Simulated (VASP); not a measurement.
## SnTe: single point with PBEsol+D4

SnTe:

```xyz
2
Lattice="0.0000 3.1509 3.1509 3.1509 0.0000 3.1509 3.1509 3.1509 0.0000" Properties=species:S:1:pos:R:3 pbc="T T T"
Te    3.1509    3.1509    3.1509
Sn    0.0000    0.0000    0.0000
```

| Quantity | Value |
| --- | --- |
| Program | VASP 6.6.1 |
| Task | single point |
| Functional | PBEsol |
| Dispersion | D4 |
| Potentials or basis | VASP PAW PBE potentials, release 64 (Te, Sn_d) |
| Cutoff | 520 eV |
| k mesh | 7 × 7 × 7 |
| Occupations | fermi-dirac, width 0.05 eV |
| Spin | no spin polarisation |
| Dipole correction | no |
| Further INCAR settings | ALGO = Normal; EDIFF = 1e-07; NBANDS = 17 |

- Pressure: -1.6 GPa
- Dispersion energy per atom: -0.253 eV

Levels at points of the mesh, in eV from the Fermi level:
| k point | band 6 | band 7 | band 8 | band 9 | band 10 | band 11 | band 12 | band 13 | band 14 | band 15 |
| --- | --- | --- | --- | --- | --- | --- | --- | --- | --- | --- |
| (0.00, 0.00, 0.00) | -12.86 | -4.75 | -2.17 | -2.17 | -2.17 | 3.29 | 3.29 | 3.29 | 4.68 | 4.68 |

Wall time 25 s on 1 thread of AMD EPYC 7R43 64-Core Processor (Zen 3), with other jobs on the host, peak memory 0.17 GiB.

Caveat: this odd mesh misses L, where the gap lies, so gap, dielectric constants and Born charges aren't listed; the PAW data sets were made with another functional, which shifts forces and pressure a little; spin-orbit coupling is left out, which moves the levels of the heavy elements.
